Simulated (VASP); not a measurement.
Set up this calculation in VASP 6.6.1, as the native input.

* Task: relaxation of cell and atoms
* Functional: PBE
* Potentials or basis: VASP PAW PBE potentials, release 64 (B)
* Cutoff: 600 eV
* k mesh: 12 × 12 × 4
* Occupations: gaussian, width 0.1 eV
* Spin: no spin polarisation
* Dipole correction: no
* Further INCAR settings: ALGO = Normal; EDIFF = 1e-06; IBRION = 2; EDIFFG = -0.01; NSW = 100; ISIF = 3

The structure of B lies in POSCAR:

```
B
1.0
    2.8856845687      0.0000000000      0.0000000000
   -1.4428422844      2.4990761438      0.0000000000
    0.0000000000      0.0000000000     11.8316697508
B
12
Direct
    0.0000000000      0.0000000000      0.1241137768
    0.0000000000      0.0000000000      0.6241137768
    0.0000000000      0.0000000000      0.3758862232
    0.0000000000      0.0000000000      0.8758862232
    0.3333333333      0.6666666667      0.5433202614
    0.6666666667      0.3333333333      0.0433202614
    0.3333333333      0.6666666667      0.9566797386
    0.6666666667      0.3333333333      0.4566797386
    0.3333333333      0.6666666667      0.6785425190
    0.6666666667      0.3333333333      0.1785425190
    0.3333333333      0.6666666667      0.8214574810
    0.6666666667      0.3333333333      0.3214574810
```

This isn't the form of B at room conditions, which is rhombohedral.

These files were run (other wordings do the same):

INCAR

```
SYSTEM = B
PREC = Accurate
ENCUT = 600
EDIFF = 1E-6
ISMEAR = 0
SIGMA = 0.1
LREAL = .FALSE.
LASPH = .TRUE.
NELM = 60
ALGO = Normal
ISIF = 3
LWAVE = .FALSE.
LCHARG = .FALSE.
GGA = PE
IBRION = 2
NSW = 100
EDIFFG = -0.01
```

KPOINTS

```
regular mesh
0
G
  12 12 4
  0 0 0
```

Potentials or basis: VASP PAW PBE potentials, release 64 (B).

The run is started by

```bash
$ cat potpaw_PBE.64/B/POTCAR > POTCAR
$ mpirun -np 1 vasp_std > vasp.out
```

It gave:

```
Relaxed volume                        : 7.09 Å³/atom
Relaxed cell                          : a = 2.876 Å, b = 2.876 Å, c = 11.876 Å, α = 90.00°, β = 90.00°, γ = 120.00°
Space group after relaxing (to 0.1 Å) : P6_3/mmc (No. 194)
Energy gained by relaxing             : 0.5 meV/atom
Ionic steps                           : 7
Pressure after relaxing               : 0.0 GPa
Largest force after relaxing          : 0.008 eV/Å
Band gap on the k mesh                : zero (bands 18 and 19 overlap by 3.94 eV)
```

Wall time 3.7 min on 1 thread of Intel(R) Xeon(R) 6975P-C (Granite Rapids) (shared host), peak memory 0.28 GiB.
